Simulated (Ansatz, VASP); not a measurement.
One calculation of CsPbCl3, two programs

```
Cs Pb Cl
1.0
     4.05561    2.34151    3.31266
    -4.05561    2.34151    3.31266
     0.00000   -4.68301    3.31266
Cs Pb Cl
1 1 3
Direct
  0.50000 0.50000 0.50000
  0.00000 0.00000 0.00000
  0.50000 0.00000 0.00000
  0.00000 0.00000 0.50000
  0.00000 0.50000 0.00000
```

Alike in both runs: functional PBE; k mesh 6 × 6 × 6; occupations gaussian, width 0.02 eV; no spin polarisation.

Ansatz relaxed the structure, and its values are those at the end. VASP's run is a single point on that final structure, the one shown.

```csv
,VASP,Ansatz
version,VASP 6.6.1,Ansatz 0.2.0
potentials or method,"VASP PAW PBE potentials, release 64 (Cs_sv, Pb_d, Cl), cutoff 520 eV","scalar-relativistic, plane waves, PAW"
valence electrons in the cell,44,44
```

```tsv
	VASP	Ansatz	Ansatz less VASP
gap on the k mesh at the Fermi level (eV)	2.22	2.21	-0.008
least direct gap on the mesh (eV)	2.22	2.21	-0.008
pressure (GPa)	-0.1	0.0	+0.04
```

With one functional, cell and mesh, what is left measures potentials, basis and numerics.

Neither program's run includes spin-orbit coupling.
